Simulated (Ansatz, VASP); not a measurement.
## LaAlS3: VASP beside Ansatz

File POSCAR:

```
LaAlS3
1.0
    4.6489618614      0.0000000000      0.0000000000
    0.0000000000      4.6489618614      0.0000000000
    0.0000000000      0.0000000000      4.6489618614
La Al S
1 1 3
Direct
    0.0000000000      0.0000000000      0.0000000000
    0.5000000000      0.5000000000      0.5000000000
    0.0000000000      0.5000000000      0.5000000000
    0.5000000000      0.0000000000      0.5000000000
    0.5000000000      0.5000000000      0.0000000000
```

INCAR.step1

```
  PREC = Accurate
  ENCUT = 520
  ISMEAR = -1
  SIGMA = 0.03
  LREAL = F
  LASPH = T
  NELM = 80
  NBANDS = 24
  GGA = PE
  ALGO = Normal
  EDIFF = 1E-4
  LWAVE = T
  LCHARG = F
```

The input INCAR.step2:

```
  PREC = Accurate
  ENCUT = 520
  EDIFF = 1E-7
  ISMEAR = -1
  SIGMA = 0.03
  LREAL = F
  LASPH = T
  NELM = 80
  ALGO = Normal
  ISIF = 2
  LWAVE = F
  LCHARG = F
  METAGGA = R2SCAN
  LMIXTAU = T
  LUSE_VDW = T
  IVDW_NL = 2
  BPARAM = 11.95
  CPARAM = 0.0093
  NBANDS = 24
  ISTART = 1
```

KPOINTS

```
regular mesh
0
Gamma
  6 6 6
```

Input for Ansatz:

```yaml
crystal:
  lattice:
    - [4.6489618614, 0.0, 0.0]
    - [0.0, 4.6489618614, 0.0]
    - [0.0, 0.0, 4.6489618614]
  atoms:
    - { symbol: La, position: [0.0, 0.0, 0.0] }
    - { symbol: Al, position: [0.5, 0.5, 0.5] }
    - { symbol: S, position: [0.0, 0.5, 0.5] }
    - { symbol: S, position: [0.5, 0.0, 0.5] }
    - { symbol: S, position: [0.5, 0.5, 0.0] }
kpoints:
  mp_grid: { grid: [6, 6, 6] }
  band_path:
    path: [[0.0, 0.0, 0.0], [0.0, 0.5, 0.0], [0.5, 0.5, 0.0], [0.5, 0.5, 0.5]]
    npoints: 1
hamiltonian:
  xc: r2scan
  dispersion: rvv10
scf:
  occupations: { method: fermi_dirac, width: 0.03 }
  n_extra_bands: 5
output:
  forces: true
  stress: true
  eigenvalues: true
  write_density: true
  write_potential: true
  elf: true
  volumetric_format: npy
```

Alike in both runs: task single point; functional r2SCAN; dispersion rVV10; k mesh 6 × 6 × 6; occupations fermi-dirac, width 0.03 eV; no spin polarisation.

|  | VASP | Ansatz |
| --- | --- | --- |
| version | VASP 6.6.1 | Ansatz 0.2.0 |
| potentials or method | VASP PAW PBE potentials, release 64 (La, Al, S) | plane waves, PAW |
| plane-wave cutoff (eV) | 520 | 500 |
| valence electrons in the cell | 32 | 32 |

|  | VASP | Ansatz | Ansatz less VASP |
| --- | --- | --- | --- |
| pressure (GPa) | -0.1 | 0.0 | +0.14 |

VASP's potentials were made for PBE, not for r2SCAN.

Neither program's run includes spin-orbit coupling.
